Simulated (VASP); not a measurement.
Tm2CdC2:

```xyz
5
Lattice="4.9332 0.0000 0.0000 -2.4666 4.2723 0.0000 0.0000 0.0000 4.7320" Properties=species:S:1:pos:R:3 pbc="T T T"
Tm    0.0000    2.8482    0.0000
Tm    2.4666    1.4241    0.0000
Cd    0.0000    0.0000    2.3660
C     0.0000    2.8482    2.3660
C     2.4666    1.4241    2.3660
```

The cell was generated, and may not be a known phase.

- Program: VASP 6.6.1
- Task: relaxation of cell and atoms
- Functional: PBE
- Potentials or basis: VASP PAW PBE potentials, release 64 (Tm_3, Cd, C), 4f in core
- Cutoff: 600 eV
- k mesh: 6 × 6 × 4
- Occupations: gaussian, width 0.1 eV
- Spin: no spin polarisation

At the start: pressure -0.1 GPa; volume 19.95 Å³/atom.

Q: Where does the relaxation end?

A: Over 6 steps the energy falls by 38.7 meV/atom and the volume is 21.14 Å³/atom (+6.0 %); space group P6/mmm (No. 191, to 0.1 Å) before and after.

Step by step:
```csv
step,energy change (eV),largest force (eV/Å),pressure (GPa),volume (Å³)
1,0.0000,0.0000,-0.11,99.73
2,-0.1405,0.0000,2.96,99.39
3,-0.1414,0.0000,2.65,99.42
4,-0.1900,0.0000,0.55,104.11
5,-0.1934,0.0000,-0.10,105.82
6,-0.1933,0.0000,-0.05,105.69
```

Final structure:
```
CELL_PARAMETERS angstrom
5.17525 0.00000 0.00000
-2.58762 4.48189 0.00000
0.00000 0.00000 4.55677
ATOMIC_POSITIONS crystal
Tm 0.33333 0.66667 0.00000
Tm 0.66667 0.33333 0.00000
Cd 0.00000 0.00000 0.50000
C 0.33333 0.66667 0.50000
C 0.66667 0.33333 0.50000
```
